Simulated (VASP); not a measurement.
# PbS in VASP: further runs

PbS is run at these levels: LDA; tasks: single point.

Program: VASP 6.6.1. These are calculated values, not measurements. Logs are shortened: lines on timing, memory, paths and dates and some standing lists are left out, and cuts for length are marked.

## Step 1: The cell of the first run

The structure is cubic, space group Fm-3m (No. 225). The conventional cell has a = 5.979 Å, b = 5.979 Å, c = 5.979 Å, α = 90.00°, β = 90.00°, γ = 90.00°. Within 3.9 Å of Pb (site symmetry m-3m) lie 6 S at 2.99 Å. S (site symmetry m-3m) has 6 Pb at 2.99 Å within 3.9 Å.

## Step 2: Single point, LDA (volume scaled by 1.025)

Input file INCAR:

```
SYSTEM = PbS
  ALGO = Normal
  EDIFF = 1E-6
  ENCUT = 520
  GGA = CA
  ISIF = 2
  ISMEAR = -1
  LASPH = .True.
  LCHARG = .True.
  LELF = .True.
  LREAL = .False.
  LVHAR = .True.
  LWAVE = .False.
  NBANDS = 17
  NELM = 100
  PREC = Accurate
  SIGMA = 0.01
```

Input file KPOINTS:

```
k-points
0
Gamma
  8 8 8
  0 0 0
```

Input file POSCAR:

```
PbS
1.0
    0.0000000000      2.9895052435      2.9895052435
    2.9895052435      0.0000000000      2.9895052435
    2.9895052435      2.9895052435      0.0000000000
Pb S
1 1
Direct
    0.0000000000      0.0000000000      0.0000000000
    0.5000000000      0.5000000000      0.5000000000
```

Potentials or basis: VASP PAW LDA potentials, release 64 (Pb_d, S).

On the command line:

```bash
$ cat potpaw_LDA.64/Pb_d/POTCAR potpaw_LDA.64/S/POTCAR > POTCAR
$ mpirun -np 1 vasp_std > vasp.out
```

OUTCAR:

```text
SYSTEM = PbS
   EDIFF = 1E-6
   ENCUT = 520
   GGA = CA
   ISIF = 2
   ISMEAR = -1
   LASPH = .True.
   LREAL = .False.
   NELM = 100
   PREC = Accurate

 ion  position               nearest neighbor table
   1  0.000  0.000  0.000-   2 2.99   2 2.99   2 2.99   2 2.99   2 2.99   2 2.99
   2  0.500  0.500  0.500-   1 2.99   1 2.99   1 2.99   1 2.99   1 2.99   1 2.99

  LATTYP: Found a face centered cubic cell.
 ALAT       =     5.9790104870

  Lattice vectors:

 A1 = (   0.0000000000,   2.9895052435,   2.9895052435)
 A2 = (   2.9895052435,   0.0000000000,   2.9895052435)
 A3 = (   2.9895052435,   2.9895052435,   0.0000000000)

Analysis of symmetry for initial positions (statically):
=====================================================================
 Subroutine PRICEL returns:
 Original cell was already a primitive cell.

 Routine SETGRP: Setting up the symmetry group for a
 face centered cubic supercell.

 Subroutine GETGRP returns: Found 48 space group operations
 (whereof 48 operations were pure point group operations)
 out of a pool of 48 trial point group operations.

The static configuration has the point symmetry O_h .

Analysis of symmetry for dynamics (positions and initial velocities):
=====================================================================
 Subroutine PRICEL returns:
 Original cell was already a primitive cell.

 Routine SETGRP: Setting up the symmetry group for a
 face centered cubic supercell.

 Subroutine GETGRP returns: Found 48 space group operations
 (whereof 48 operations were pure point group operations)
 out of a pool of 48 trial point group operations.

The dynamic configuration has the point symmetry O_h .

 Subroutine INISYM returns: Found 48 space group operations
 (whereof 48 operations are pure point group operations),
 and found     1 'primitive' translations

----------------------------------------------------------------------------------------

                                     Primitive cell

  volume of cell :      53.4353

  direct lattice vectors                    reciprocal lattice vectors
     0.000000000  2.989505244  2.989505244    -0.167251755  0.167251755  0.167251755
     2.989505244  0.000000000  2.989505244     0.167251755 -0.167251755  0.167251755
     2.989505244  2.989505244  0.000000000     0.167251755  0.167251755 -0.167251755

  length of vectors
     4.227798860  4.227798860  4.227798860     0.289688538  0.289688538  0.289688538

  position of ions in fractional coordinates (direct lattice)
     0.000000000  0.000000000  0.000000000
[... 77 lines left out ...]
   NELM   =    100;   NELMIN=  2; NELMDL= -5     # of ELM steps
   EDIFF  = 0.1E-05   stopping-criterion for ELM
   LREAL  =      F    real-space projection
   EDIFFG = 0.1E-04   stopping-criterion for IOM
   NSW    =      0    number of steps for IOM
   IBRION =     -1    ionic relax: 0-MD 1-quasi-New 2-CG
   NFREE  =      0    steps in history (QN), initial steepest desc. (CG)
   ISIF   =      2    stress and relaxation
   ISYM   =      2    0-nonsym 1-usesym 2-fastsym
   POTIM  = 0.5000    time-step for ionic-motion
   TEBEG  =    0.0;   TEEND  =   0.0 temperature during run
   PSTRESS=    0.0 pullay stress
   NELECT =      20.0000    total number of electrons
   NUPDOWN=      -1.0000    fix difference up-down
   EMIN   =  10.00;   EMAX   =-10.00  energy-range for DOS
   EFERMI =   0.00;   METHOD = LEGACY
   ISMEAR =    -1;   SIGMA  =   0.01  broadening in eV -4-tet -1-fermi 0-gaus
   EFERMI_NEDOS =   21; number of points for ismear=-14 and -15
   IALGO  =     38    algorithm
   IMIX   =      4    mixing-type and parameters
     AMIX     =   0.40;   BMIX     =  1.00
     AMIX_MAG =   1.60;   BMIX_MAG =  1.00
  volume/ion in A,a.u.               =      26.72       180.30
  Fermi-wavevector in a.u.,A,eV,Ry     =   1.179801  2.229501 18.938370  1.391931
  Thomas-Fermi vector in A             =   2.316105
   LORBIT       =      0    0 simple, 1 ext, 2 COOP (PROOUT), +10 PAW based schemes
   GGA     = CA    functional components
   LHFCALC =     F    Hartree Fock is set to
   AEXX    =    0.0000 exact exchange contribution
   IVDW    =     0    specifies the selected vdW correction
   LEPSILON=     F    determine dielectric tensor
   LRPA    =     F    only Hartree local field effects (RPA)
 non-spin polarized calculation
  energy-cutoff  :      520.00
  volume of cell :       53.44
 maximum number of plane-waves:      1459
   NGX = 15   NGY = 15   NGZ = 15

 number of electron      20.0000001 magnetization

 Free energy of the ion-electron system (eV)
  ---------------------------------------------------
  ext. energy  EPLUGINS =         0.00000000
  ---------------------------------------------------
  free energy    TOTEN  =        -9.95775069 eV

  energy without entropy =       -9.95775069  energy(sigma->0) =       -9.95775069

 E-fermi :   5.4039     XC(G=0):  -9.9203

 val. band max:        5.2591231729   @ k =   0.5000   0.0000   0.0000
 cond. band min:       5.5487267110   @ k =   0.5000   0.0000   0.0000
 fundamental gap:      0.2896035381
 Fermi energy:         5.4039165181

 k-point     1 :       0.0000    0.0000    0.0000
  band No.  band energies     occupation
      1     -11.4533      2.00000
      2     -11.4533      2.00000
      3     -11.4533      2.00000
      4     -11.4435      2.00000
      5     -11.4435      2.00000
      6      -8.0747      2.00000
[... 457 lines left out ...]
      4     -11.4260      2.00000
      5     -11.4067      2.00000
      6      -6.6319      2.00000
[... 9 lines left out ...]
     16      16.1529      0.00000
     17      16.3017      0.00000

 [... further k-points ...]

------------------------ aborting loop because EDIFF is reached ----------------------------------------

  FORCE on cell =-STRESS in cart. coord.  units (eV):
  Direction    XX          YY          ZZ          XY          YZ          ZX
  --------------------------------------------------------------------------------------
  -------------------------------------------------------------------------------------
  Total       -1.2576486     -1.2576486     -1.2576486      0.0000000      0.0000000      0.0000000
  in kB      -37.7087332    -37.7087332    -37.7087332      0.0000000      0.0000000      0.0000000
  external PRESSURE =     -37.7087332 kB  Pullay stress =       0.0000000 kB

 VOLUME and BASIS-vectors are now :
 -----------------------------------------------------------------------------
  energy-cutoff  :      520.00
  volume of cell :       53.44
      direct lattice vectors                 reciprocal lattice vectors
     0.000000000  2.989505244  2.989505244    -0.167251755  0.167251755  0.167251755
     2.989505244  0.000000000  2.989505244     0.167251755 -0.167251755  0.167251755
     2.989505244  2.989505244  0.000000000     0.167251755  0.167251755 -0.167251755

 POSITION                                       TOTAL-FORCE (eV/Angst)
 -----------------------------------------------------------------------------------
      0.00000      0.00000      0.00000        -0.000000      0.000000      0.000000
      2.98951      2.98951      2.98951         0.000000     -0.000000     -0.000000
 -----------------------------------------------------------------------------------
    total drift:                                0.000000     -0.000000     -0.000000

  FREE ENERGIE OF THE ION-ELECTRON SYSTEM (eV)
  ---------------------------------------------------
  free  energy   TOTEN  =        -9.9577506921 eV

  energy  without entropy=       -9.9577506896  energy(sigma->0) =       -9.95775069
```

Wall time 16 s (1 thread of Intel Xeon 6975P-C, shared host); peak memory 0.16 GiB.

What came out:

```yaml
Free_energy: -9.9578 eV
Pressure: -3.8 GPa
Band_gap_on_the_k_mesh: 0.29 eV, direct
```

Caveat: spin-orbit coupling is left out, which moves the levels of the heavy elements. A k mesh can miss the band edges.

## Step 3: Single point, LDA (volume scaled by 1.05)

Input file INCAR:

```
ALGO = Normal
EDIFF = 1E-6
ENCUT = 520
GGA = CA
ISIF = 2
ISMEAR = -1
LASPH = True
LCHARG = False
LREAL = False
LWAVE = False
NBANDS = 17
NELM = 100
PREC = Accurate
SIGMA = 0.01
```

Input file KPOINTS:

```
k-points
0
Gamma
  8 8 8
```

Input file POSCAR:

```
PbS
1.0
    0.0000000000      3.0136151980      3.0136151980
    3.0136151980      0.0000000000      3.0136151980
    3.0136151980      3.0136151980      0.0000000000
Pb S
1 1
Direct
    0.0000000000      0.0000000000      0.0000000000
    0.5000000000      0.5000000000      0.5000000000
```

Potentials or basis: VASP PAW LDA potentials, release 64 (Pb_d, S).

On the command line:

```bash
$ cat potpaw_LDA.64/Pb_d/POTCAR potpaw_LDA.64/S/POTCAR > POTCAR
$ mpirun -np 1 vasp_std > vasp.out
```

Run time: 16 s. Hardware: 1 thread of Intel Xeon 6975P-C, shared host; peak memory 0.16 GiB.

It converged, with:

```yaml
Free_energy: -9.9231 eV
Pressure: -4.9 GPa
Band_gap_on_the_k_mesh: 0.37 eV, direct
```

Levels at points of the mesh, in eV from the valence-band top:
```csv
k point,band 8,band 9,band 10,band 11,band 12,band 13
"(0.00, 0.00, 0.00)",-1.89,-1.89,-1.89,4.97,4.97,4.97
"(0.50, 0.00, 0.00)",-1.52,-1.52,0.00,0.37,1.97,1.97
"(0.50, 0.50, 0.00)",-4.81,-3.11,-3.11,3.97,5.35,5.42
```

Caveat: spin-orbit coupling is left out, which moves the levels of the heavy elements. A k mesh can miss the band edges.

## Step 4: Single point, LDA (volume scaled by 1.06)

Input file INCAR:

```
ALGO = Normal
EDIFF = 1E-7
ENCUT = 520
ISIF = 2
ISMEAR = -1
LASPH = T
LCHARG = F
LREAL = F
LWAVE = F
NBANDS = 17
NELM = 80
PREC = Accurate
SIGMA = 0.01
```

KPOINTS is that of step 3.

Input file POSCAR:

```
PbS
1.0
    0.0000000000      3.0231520185      3.0231520185
    3.0231520185      0.0000000000      3.0231520185
    3.0231520185      3.0231520185      0.0000000000
Pb S
1 1
Direct
    0.0000000000      0.0000000000      0.0000000000
    0.5000000000      0.5000000000      0.5000000000
```

On the command line:

```bash
$ cat potpaw_LDA.64/Pb_d/POTCAR potpaw_LDA.64/S/POTCAR > POTCAR
$ mpirun -np 1 vasp_std > vasp.out
```

It took 19 s on 1 thread of Intel Xeon 8259CL, shared host; peak memory 0.17 GiB.

It converged, with:

```yaml
Free_energy: -9.9069 eV
Pressure: -5.3 GPa
Band_gap_on_the_k_mesh: 0.40 eV, direct
```

Levels at points of the mesh, in eV from the valence-band top:
```tsv
k point	band 6	band 7	band 8	band 9	band 10	band 11	band 12	band 13	band 14	band 15
(0.00, 0.00, 0.00)	-13.02	-6.13	-1.83	-1.83	-1.83	4.95	4.95	4.95	6.83	6.83
(0.50, 0.00, 0.00)	-11.87	-8.56	-1.47	-1.47	0.00	0.40	2.00	2.00	8.45	10.22
(0.50, 0.50, 0.00)	-11.52	-7.15	-4.72	-3.05	-3.05	4.02	5.32	5.40	5.40	11.18
```

Caveat: spin-orbit coupling is left out, which moves the levels of the heavy elements.

## Step 5: Single point, LDA (zz strain of -1 %)

Input file INCAR:

```
ALGO     = Normal         # electronic algorithm
EDIFF    = 1E-6           # SCF threshold, eV
ENCUT    = 520            # plane-wave cutoff, eV
ISIF     = 2              # what is computed and relaxed
ISMEAR   = -1             # smearing method
LASPH    = T              # aspherical terms in the spheres
LCHARG   = T              # write CHGCAR
LELF     = T              # ELF
LREAL    = F              # projectors in reciprocal space
LVHAR    = T            
LWAVE    = F              # write WAVECAR
NBANDS   = 17             # bands
NELM     = 80             # most SCF steps
PREC     = Accurate       # precision mode
SIGMA    = 0.01           # smearing width, eV
```

KPOINTS is that of step 4.

Input file POSCAR:

```
PbS
1.0
    0.0000000000      2.9650000000      2.9353500000
    2.9650000000      0.0000000000      2.9353500000
    2.9650000000      2.9650000000      0.0000000000
Pb S
1 1
Direct
    0.0000000000      0.0000000000      0.0000000000
    0.5000000000      0.5000000000      0.5000000000
```

Potentials or basis: VASP PAW LDA potentials, release 64 (Pb_d, S).

On the command line:

```bash
$ cat potpaw_LDA.64/Pb_d/POTCAR potpaw_LDA.64/S/POTCAR > POTCAR
$ mpirun -np 1 vasp_std > vasp.out
```

OUTCAR:

```text
EDIFF = 1E-6
   ENCUT = 520
   ISIF = 2
   ISMEAR = -1
   LASPH = T
   LREAL = F
   NELM = 80
   PREC = Accurate

 ion  position               nearest neighbor table
   1  0.000  0.000  0.000-   2 2.94   2 2.94   2 2.96   2 2.96   2 2.96   2 2.96
   2  0.500  0.500  0.500-   1 2.94   1 2.94   1 2.96   1 2.96   1 2.96   1 2.96

  LATTYP: Found a body centered tetragonal cell.
 ALAT       =     4.1931432124
 C/A-ratio  =     1.4000714267

  Lattice vectors:

 A1 = (   0.0000000000,  -2.9650000000,  -2.9353500000)
 A2 = (   0.0000000000,   2.9650000000,  -2.9353500000)
 A3 = (   2.9650000000,   0.0000000000,   2.9353500000)

Analysis of symmetry for initial positions (statically):
=====================================================================
 Subroutine PRICEL returns:
 Original cell was already a primitive cell.

 Routine SETGRP: Setting up the symmetry group for a
 body centered tetragonal supercell.

 Subroutine GETGRP returns: Found 16 space group operations
 (whereof 16 operations were pure point group operations)
 out of a pool of 16 trial point group operations.

The static configuration has the point symmetry D_4h.

Analysis of symmetry for dynamics (positions and initial velocities):
=====================================================================
 Subroutine PRICEL returns:
 Original cell was already a primitive cell.

 Routine SETGRP: Setting up the symmetry group for a
 body centered tetragonal supercell.

 Subroutine GETGRP returns: Found 16 space group operations
 (whereof 16 operations were pure point group operations)
 out of a pool of 16 trial point group operations.

The dynamic configuration has the point symmetry D_4h.

 Subroutine INISYM returns: Found 16 space group operations
 (whereof 16 operations are pure point group operations),
 and found     1 'primitive' translations

[... 111 lines left out ...]
   IALGO  =     38    algorithm
   IMIX   =      4    mixing-type and parameters
     AMIX     =   0.40;   BMIX     =  1.00
     AMIX_MAG =   1.60;   BMIX_MAG =  1.00
  volume/ion in A,a.u.               =      25.81       174.14
  Fermi-wavevector in a.u.,A,eV,Ry     =   1.193544  2.255471 19.382140  1.424547
  Thomas-Fermi vector in A             =   2.329556
   LORBIT       =      0    0 simple, 1 ext, 2 COOP (PROOUT), +10 PAW based schemes
   GGA     = CA    functional components
   LHFCALC =     F    Hartree Fock is set to
   AEXX    =    0.0000 exact exchange contribution
   IVDW    =     0    specifies the selected vdW correction
   LEPSILON=     F    determine dielectric tensor
   LRPA    =     F    only Hartree local field effects (RPA)
 non-spin polarized calculation
  energy-cutoff  :      520.00
  volume of cell :       51.61
 maximum number of plane-waves:      1407
   NGX = 15   NGY = 15   NGZ = 15

 number of electron      19.9999997 magnetization

 Free energy of the ion-electron system (eV)
  ---------------------------------------------------
  ext. energy  EPLUGINS =         0.00000000
  ---------------------------------------------------
  free energy    TOTEN  =        -9.98835139 eV

  energy without entropy =       -9.98835060  energy(sigma->0) =       -9.98835099

 E-fermi :   5.8385     XC(G=0): -10.0783

 val. band max:        5.7564611335   @ k =   0.5000   0.0000   0.0000
 cond. band min:       5.9204914779   @ k =   0.5000   0.0000   0.0000
 fundamental gap:      0.1640303444
 Fermi energy:         5.8384762095

 k-point     1 :       0.0000    0.0000    0.0000
  band No.  band energies     occupation
      1     -11.0551      2.00000
      2     -11.0534      2.00000
      3     -11.0534      2.00000
      4     -11.0483      2.00000
      5     -11.0425      2.00000
      6      -7.9292      2.00000
[... 457 lines left out ...]
      4     -11.0232      2.00000
      5     -11.0083      2.00000
      6      -6.9529      2.00000
[... 9 lines left out ...]
     16      15.4039      0.00000
     17      17.3912      0.00000

 [... further k-points ...]

------------------------ aborting loop because EDIFF is reached ----------------------------------------

  FORCE on cell =-STRESS in cart. coord.  units (eV):
  Direction    XX          YY          ZZ          XY          YZ          ZX
  --------------------------------------------------------------------------------------
  -------------------------------------------------------------------------------------
  Total       -0.7621469     -0.7621469     -0.3443128      0.0000000     -0.0000000      0.0000000
  in kB      -23.6597417    -23.6597417    -10.6886895      0.0000000     -0.0000000      0.0000000
  external PRESSURE =     -19.3360576 kB  Pullay stress =       0.0000000 kB

 VOLUME and BASIS-vectors are now :
 -----------------------------------------------------------------------------
  energy-cutoff  :      520.00
  volume of cell :       51.61
      direct lattice vectors                 reciprocal lattice vectors
     0.000000000  2.965000000  2.935350000    -0.168634064  0.168634064  0.170337438
     2.965000000  0.000000000  2.935350000     0.168634064 -0.168634064  0.170337438
     2.965000000  2.965000000  0.000000000     0.168634064  0.168634064 -0.170337438

 POSITION                                       TOTAL-FORCE (eV/Angst)
 -----------------------------------------------------------------------------------
      0.00000      0.00000      0.00000         0.000000     -0.000000      0.000000
      2.96500      2.96500      2.93535        -0.000000      0.000000      0.000000
 -----------------------------------------------------------------------------------
    total drift:                                0.000000     -0.000000     -0.000000

  FREE ENERGIE OF THE ION-ELECTRON SYSTEM (eV)
  ---------------------------------------------------
  free  energy   TOTEN  =        -9.9883513887 eV

  energy  without entropy=       -9.9883506003  energy(sigma->0) =       -9.98835099
```

stdout:

```text
POSCAR found type information on POSCAR PbS
 POSCAR found :  2 types and       2 ions
 scaLAPACK will be used
 LDA part: xc-table for (Slater(with rela. corr.)+CA(PZ))
 , standard interpolation
 POSCAR, INCAR and KPOINTS ok, starting setup
 FFT: planning ... GRIDC
 FFT: planning ... GRID_SOFT
 FFT: planning ... GRID
 WAVECAR not read
 entering main loop
```

It took 52 s on 1 thread of Intel Xeon 8259CL, shared host; peak memory 0.18 GiB.

Results:

| Item | Value |
| --- | --- |
| Free energy | -9.9884 eV |
| Pressure | -1.9 GPa |
| Band gap on the k mesh | 0.16 eV, direct |

Caveat: the cell differs from its parent crystal (zz strain of -1 %); spin-orbit coupling is left out, which moves the levels of the heavy elements.

[end of part 1 of 2]
